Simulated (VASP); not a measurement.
The system is Ca.

```
Ca
1.0
    -2.19049    2.19049    2.19049
     2.19049   -2.19049    2.19049
     2.19049    2.19049   -2.19049
Ca
1
Direct
  0.00000 0.00000 0.00000
```

* Program: VASP 6.6.1
* Task: relaxation of cell and atoms
* Functional: PBE
* Dispersion: D3(BJ)
* Potentials or basis: VASP PAW PBE potentials, release 64 (Ca_sv)
* Cutoff: 600 eV
* k mesh: 14 × 14 × 14
* Occupations: gaussian, width 0.1 eV
* Spin: no spin polarisation

At the start: pressure -0.8 GPa; volume 42.04 Å³/atom.

Q: How do energy, volume and symmetry change on relaxing?

A: Over 4 steps the energy falls by 5.1 meV/atom and the volume is 40.02 Å³/atom (-4.8 %); space group Im-3m (No. 229, to 0.05 Å).

Step by step:
```csv
step,energy change (eV),largest force (eV/Å),pressure (GPa),volume (Å³)
1,0.0000,0.0000,-0.78,42.04
2,-0.0042,0.0000,-0.32,40.82
3,-0.0050,0.0000,-0.02,40.08
4,-0.0051,0.0000,0.00,40.02
```

Final structure:
```
Ca
1.0
    -2.15483    2.15483    2.15483
     2.15483   -2.15483    2.15483
     2.15483    2.15483   -2.15483
Ca
1
Direct
  0.00000 0.00000 0.00000
```

Caveat: pairwise dispersion overbinds metals, which lowers pressure and volume.
